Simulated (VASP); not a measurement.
Set up this calculation in VASP 6.6.1, as the native input.

```yaml
Task: single point
Functional: LDA
Potentials_or_basis: VASP PAW LDA potentials, release 64 (K_sv, V_sv, F)
Cutoff: 520 eV
k_mesh: 5 × 5 × 5
Occupations: gaussian, width 0.05 eV
Spin: collinear spin, ferrimagnetic start
Starting_moments: "[-0.01, 2.34, 0.01, 0.01, 0.01] μB"
Fixed_moment: 2.7 μB
Hubbard_terms: V d U = 3.0 eV
Dipole_correction: no
Further_INCAR_settings: ALGO = Normal; EDIFF = 1e-06; NBANDS = 34
```

The structure of KVF3 lies in POSCAR:

```
KVF3
1.0
    4.1310003900      0.0000000000      0.0000000000
    0.0000000000      4.1310003900      0.0000000000
    0.0000000000      0.0000000000      4.1310003900
K V F
1 1 3
Direct
    0.0000000000      0.0000000000      0.0000000000
    0.5000000000      0.5000000000      0.5000000000
    0.5000000000      0.5000000000      0.0000000000
    0.0000000000      0.5000000000      0.5000000000
    0.5000000000      0.0000000000      0.5000000000
```

One way to write it, as run:

INCAR

```
SYSTEM = KVF3
  PREC = Accurate
  ENCUT = 520
  EDIFF = 1E-6
  ISMEAR = 0
  SIGMA = 0.05
  LREAL = .FALSE.
  LASPH = .TRUE.
  NELM = 150
  ALGO = Normal
  ISIF = 2
  LWAVE = .FALSE.
  LCHARG = .FALSE.
  ISPIN = 2
  MAGMOM = -0.01 2.34 0.01 0.01 0.01
  LORBIT = 11
  NUPDOWN = 2.7
  LMAXMIX = 4
  LDAU = .TRUE.
  LDAUTYPE = 2
  LDAUL = -1 2 -1
  LDAUU = 0 3 0
  LDAUJ = 0 0 0
  LDAUPRINT = 1
  GGA = CA
  NBANDS = 34
```

KPOINTS

```
regular mesh
0
G
  5 5 5
  0 0 0
```

Potentials or basis: VASP PAW LDA potentials, release 64 (K_sv, V_sv, F).

Launch:

```console
$ cat potpaw_LDA.64/K_sv/POTCAR potpaw_LDA.64/V_sv/POTCAR potpaw_LDA.64/F/POTCAR > POTCAR
$ mpirun -np 1 vasp_std > vasp.out
```

Results of the run:

- Pressure: -3.5 GPa
- Net moment: 2.70 μB per cell
- Site moments: K -0.01; V +2.54; F +0.01 μB
- Valence electrons inside the program's atomic spheres: K 7.54; V 11.34; F 6.08

Caveat: the total moment is fixed, so each spin has its own Fermi level.

Run time: 18 s on 1 thread of Intel(R) Xeon(R) Platinum 8488C (Sapphire Rapids) (shared host), peak memory 0.18 GiB.
